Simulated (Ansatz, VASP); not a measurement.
**Two plane-wave programs on BH3**

```xyz
8
Lattice="14.0000 0.0000 0.0000 0.0000 14.5000 0.0000 0.0000 0.0000 15.0000" Properties=species:S:1:pos:R:3 pbc="T T T"
B     7.8812    7.2477    7.5031
B     6.1262    7.2526    7.5020
H     7.0031    7.2469    8.4881
H     7.0044    7.2554    6.5170
H     8.4669    8.2902    7.5080
H     8.4604    6.2017    7.4992
H     5.5461    8.2982    7.5059
H     5.5411    6.2097    7.4972
```

Alike in both runs: functional PBE; k mesh 1 × 1 × 1; occupations gaussian, width 0.005 eV; no spin polarisation.

Ansatz relaxed the structure, and its values are those at the end. VASP's run is a single point on that final structure, the one shown.

```csv
,VASP,Ansatz
version,VASP 6.6.1,Ansatz 0.2.0
potentials or method,"VASP PAW PBE potentials, release 64 (B, H), cutoff 520 eV","scalar-relativistic, plane waves, PAW"
valence electrons in the cell,12,12
```

Ansatz gave:

```
gap on the k mesh at the Fermi level (eV) : 5.81
rms of the force components (eV/Å)        : 0.001
```

**Question.** Which values does VASP return?

**Answer.** gap on the k mesh at the Fermi level (eV): 5.81; rms of the force components (eV/Å): 0.005.

With one functional, cell and mesh, what is left measures potentials, basis and numerics.
